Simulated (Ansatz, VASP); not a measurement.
## Si2Mo: VASP beside Ansatz

Contents of INCAR:

```
ALGO = Normal
EDIFF = 1E-6
ENCUT = 520
GGA = PS
ISIF = 2
ISMEAR = 0
LASPH = T
LCHARG = T
LELF = T
LREAL = F
LVHAR = T
LWAVE = F
NBANDS = 18
NELM = 60
PREC = Accurate
SIGMA = 0.15
```

The input KPOINTS:

```
k-points
0
Gamma
  20 20 20
```

The input POSCAR:

```
Si2Mo
1.0
   -1.5950350850      1.5950350850      3.8520316218
    1.5950350850     -1.5950350850      3.8520316218
    1.5950350850      1.5950350850     -3.8520316218
Si Mo
2 1
Direct
    0.3350596647      0.3350596647      0.0000000000
    0.6649403353      0.6649403353      0.0000000000
    0.0000000000      0.0000000000      0.0000000000
```

Input for Ansatz:

```yaml
crystal:
  lattice:
    - [-1.595035085, 1.595035085, 3.8520316218]
    - [1.595035085, -1.595035085, 3.8520316218]
    - [1.595035085, 1.595035085, -3.8520316218]
  atoms:
    - { symbol: Si, position: [0.3350596647, 0.3350596647, 0.0] }
    - { symbol: Si, position: [0.6649403353, 0.6649403353, 0.0] }
    - { symbol: Mo, position: [0.0, 0.0, 0.0] }
basis:
  ecutwfc: 420
kpoints:
  mp_grid: { grid: [20, 20, 20] }
hamiltonian:
  xc: pbesol
scf:
  occupations: { method: gaussian, width: 0.15 }
output:
  forces: true
  stress: true
  eigenvalues: true
```

Change from the starting cell: strain -0.0150 x Voigt [0, 0, 1, 0, 0, 0], atoms carried along.

Alike in both runs: task single point; functional PBEsol; k mesh 20 × 20 × 20; occupations gaussian, width 0.15 eV; no spin polarisation.

|  | VASP | Ansatz |
| --- | --- | --- |
| version | VASP 6.6.1 | Ansatz 0.2.0 |
| potentials or method | VASP PAW PBE potentials, release 64 (Si, Mo_sv), cutoff 520 eV | scalar-relativistic, plane waves, PAW |
| valence electrons in the cell | 22 | 22 |

VASP gave:

```
gap on the k mesh at the Fermi level (eV)                     : none
pressure (GPa)                                                : 4.2
traceless stress, the component that is largest in VASP (GPa) : 4.58
rms of the force components (eV/Å)                            : 0.025
```

Question: Estimate Ansatz's values.

Answer: gap on the k mesh at the Fermi level (eV): none; pressure (GPa): 3.8; traceless stress, the component that is largest in VASP (GPa): 4.56; rms of the force components (eV/Å): 0.022.

VASP's potentials were made for PBE, not for PBEsol. Atom by atom the forces differ by 0.002 eV/Å (rms over components). A gap of «none» marks a metal or a gap that the smearing closes.
